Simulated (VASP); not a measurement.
Wanted: the native input for a VASP 6.6.1 run.

```
Task                   : relaxation of cell and atoms
Functional             : PBE
Potentials or basis    : VASP PAW PBE potentials, release 64 (Li_sv, Mg, Cl)
Cutoff                 : 600 eV
k mesh                 : 6 × 6 × 4
Occupations            : gaussian, width 0.1 eV
Spin                   : no spin polarisation
Dipole correction      : no
Further INCAR settings : ALGO = Normal; EDIFF = 1e-06; IBRION = 2; EDIFFG = -0.04; NSW = 90; ISIF = 3
```

The structure of LiMgCl lies in POSCAR:

```
LiMgCl
1.0
    3.5066894500      0.0000000000      0.0000000000
   -1.7533447300      3.0368821500      0.0000000000
    0.0000000000      0.0000000000      5.7264002100
Li Mg Cl
2 2 2
Direct
    0.3333333300      0.6666666700      0.9374999900
    0.6666666700      0.3333333300      0.4374999900
    0.0000000000      0.0000000000      0.2500000000
    0.0000000000      0.0000000000      0.7500000000
    0.6666666700      0.3333333300      0.0625000100
    0.3333333300      0.6666666700      0.5625000100
```

The cell was generated, and may not be a known phase.

One way to write it, as run:

INCAR

```
PREC = Accurate
ENCUT = 600
EDIFF = 1E-6
ISMEAR = 0
SIGMA = 0.1
LREAL = F
LASPH = T
NELM = 100
ALGO = Normal
ISIF = 3
LWAVE = F
LCHARG = F
GGA = PE
IBRION = 2
NSW = 90
EDIFFG = -0.04
```

KPOINTS

```
regular mesh
0
Gamma
  6 6 4
```

Potentials or basis: VASP PAW PBE potentials, release 64 (Li_sv, Mg, Cl).

Command:

```sh
$ cat potpaw_PBE.64/Li_sv/POTCAR potpaw_PBE.64/Mg/POTCAR potpaw_PBE.64/Cl/POTCAR > POTCAR
$ mpirun -np 1 vasp_std > vasp.out
```

It gave:

```json
{
 "Relaxed volume": "22.31 Å³/atom",
 "Relaxed cell": "a = 4.949 Å, b = 4.949 Å, c = 6.312 Å, α = 90.00°, β = 90.00°, γ = 120.00°",
 "Space group after relaxing (to 0.1 Å)": "P6_3mc (No. 186)",
 "Energy gained by relaxing": "1746.1 meV/atom",
 "Ionic steps": "18",
 "Pressure after relaxing": "0.0 GPa",
 "Largest force after relaxing": "0.003 eV/Å",
 "Band gap on the k mesh": "0.18 eV (least direct gap 0.49 eV)"
}
```

Caveat: the cutoff is under 1.25 times the usual one of these potentials, so pressure, stress and relaxed cells hold a basis-set (Pulay) error; the volume moved by over 15 % at a fixed basis, so the end points are rough; semilocal functionals underestimate gaps, and a narrow one can read as zero.

It took 2.7 min on 1 thread of Intel(R) Xeon(R) 6975P-C (Granite Rapids), on a shared host, peak memory 0.2 GiB.
